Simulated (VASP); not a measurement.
Write the native input for VASP 6.6.1 that does the following.

```yaml
Task: relaxation of cell and atoms
Functional: PBE
Potentials_or_basis: VASP PAW PBE potentials, release 64 (Li_sv, Al)
Cutoff: 600 eV
k_mesh: 14 × 14 × 10
Occupations: gaussian, width 0.1 eV
Spin: no spin polarisation
Dipole_correction: no
Further_INCAR_settings: ALGO = Fast; EDIFF = 1e-07; IBRION = 2; EDIFFG = -0.01; NSW = 100; ISIF = 3
```

The structure of LiAl2 lies in POSCAR:

```
LiAl2
1.0
    3.4527883419      0.0000000000      0.0000000000
    0.0000000000      3.4527883419      0.0000000000
    0.0000000000      0.0000000000      4.8709100649
Li Al
1 2
Direct
    0.0000000000      0.0000000000      0.0000000000
    0.5000000000      0.5000000000      0.0000000000
    0.0000000000      0.0000000000      0.5000000000
```

This cell differs from its parent crystal: atoms taken out.

These files were run (other wordings do the same):

INCAR

```
ALGO     = Fast           # electronic algorithm
EDIFF    = 1E-7           # SCF threshold, eV
EDIFFG   = -0.01          # ionic threshold
ENCUT    = 600            # plane-wave cutoff, eV
GGA      = PE             # functional
IBRION   = 2              # ionic algorithm
ISIF     = 3              # what is computed and relaxed
ISMEAR   = 0              # smearing method
LASPH    = T              # aspherical terms in the spheres
LCHARG   = F              # write CHGCAR
LREAL    = F              # projectors in reciprocal space
LWAVE    = F              # write WAVECAR
NELM     = 60             # most SCF steps
NSW      = 100            # ionic steps
PREC     = Accurate       # precision mode
SIGMA    = 0.1            # smearing width, eV
```

KPOINTS

```
k-points
0
Gamma
  14 14 10
```

Potentials or basis: VASP PAW PBE potentials, release 64 (Li_sv, Al).

Launch:

```bash
$ cat potpaw_PBE.64/Li_sv/POTCAR potpaw_PBE.64/Al/POTCAR > POTCAR
$ mpirun -np 1 vasp_std > vasp.out
```

It gave:

The relaxed volume is 19.57 Å³/atom, the relaxed cell is a = 3.451 Å, b = 3.451 Å, c = 4.929 Å, α = 90.00°, β = 90.00°, γ = 90.00° and the space group after relaxing (to 0.1 Å) is P4/mmm (No. 123). The energy gained by relaxing is 1.6 meV/atom, the ionic steps are 6 and the pressure after relaxing is 0.0 GPa. The band gap on the k mesh is zero (an odd number of electrons rules out a gap without spin polarisation).

Caveat: the cell differs from its parent crystal (atoms taken out); the cutoff is under 1.25 times the usual one of these potentials, so pressure, stress and relaxed cells hold a basis-set (Pulay) error.

It took 13 min on 1 thread of Oxide Virtual Turin-like Processor, with other jobs on the host, peak memory 0.25 GiB.
